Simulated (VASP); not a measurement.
Set up this calculation in VASP 6.6.1, as the native input.

* Task: single point
* Functional: PBE
* Potentials or basis: VASP PAW PBE potentials, release 64 (Ho_3, Al, Br), 4f in core
* Cutoff: 500 eV
* k mesh: 12 × 12 × 12
* Occupations: gaussian, width 0.1 eV
* Spin: no spin polarisation
* Dipole correction: no
* Further INCAR settings: ALGO = Normal; EDIFF = 1e-06; NBANDS = 20

The structure of HoAl3Br lies in POSCAR:

```
HoAl3Br
1.0
    2.9607162277      1.7093703111      5.0485187848
   -2.9607162277      1.7093703111      5.0485187848
    0.0000000000     -3.4187406222      5.0485187848
Ho Al Br
1 3 1
Direct
    0.5000000000      0.5000000000      0.5000000000
    0.0000000000      0.0000000000      0.5000000000
    0.5000000000      0.0000000000      0.0000000000
    0.0000000000      0.5000000000      0.0000000000
    0.0000000000      0.0000000000      0.0000000000
```

The cell was generated, and may not be a known phase.

The input as run:

INCAR

```
ALGO = Normal ; EDIFF = 1E-6
ENCUT = 500 ; GGA = PE
GGA_COMPAT = F ; ISIF = 2
ISMEAR = 0 ; LASPH = T
LCHARG = F ; LMAXMIX = 6
LREAL = F ; LWAVE = F
NBANDS = 20 ; NELM = 200
PREC = Accurate ; SIGMA = 0.1
```

KPOINTS

```
k-points
0
Gamma
  12 12 12
```

Potentials or basis: VASP PAW PBE potentials, release 64 (Ho_3, Al, Br), 4f in core.

Launch:

```sh
$ cat potpaw_PBE.64/Ho_3/POTCAR potpaw_PBE.64/Al/POTCAR potpaw_PBE.64/Br/POTCAR > POTCAR
$ mpirun -np 1 vasp_std > vasp.out
```

It gave:

```json
{
  "Pressure": "0.1 GPa",
  "Band gap on the k mesh": "zero (an odd number of electrons rules out a gap without spin polarisation)"
}
```

Caveat: spin-orbit coupling is left out, which moves the levels of the heavy elements; the 4f electrons are frozen in the core, so they carry no moment and show no levels; the run has no spin polarisation, though such a crystal can be magnetic.

It took 5.9 min on 1 thread of Intel(R) Xeon(R) 6975P-C (Granite Rapids), with other jobs on the host, peak memory 0.76 GiB.
